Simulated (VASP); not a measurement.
Here is a VASP 6.6.1 calculation.

Contents of INCAR:

```
PREC = Accurate ; ENCUT = 520
EDIFF = 1E-6 ; ISMEAR = 0
SIGMA = 0.1 ; LREAL = False
LASPH = True ; NELM = 60
ALGO = Normal ; ISIF = 2
LWAVE = False ; LCHARG = False
LDIPOL = True ; IDIPOL = 3
DIPOL = 0.5 0.5 0.500 ; GGA = PE
NBANDS = 15
```

The input KPOINTS:

```
regular mesh
0
Gamma
  4 4 1
```

POSCAR

```
RbBr
1.0
    4.8472170000      0.0000000000      0.0000000000
    0.0000000000      6.8550000000      0.0000000000
    0.0000000000      0.0000000000     14.0000000000
Rb Br
1 1
Direct
    0.0000000000      0.0000000000      0.5000000000
    0.0000000000      0.5000000000      0.5000000000
```

Potentials or basis: VASP PAW PBE potentials, release 64 (Rb_sv, Br).

The run is started by

```console
$ cat potpaw_PBE.64/Rb_sv/POTCAR potpaw_PBE.64/Br/POTCAR > POTCAR
$ mpirun -np 1 vasp_std > vasp.out
```

Q: Predict the band gap on the k mesh.

A: 2.51 eV, direct.
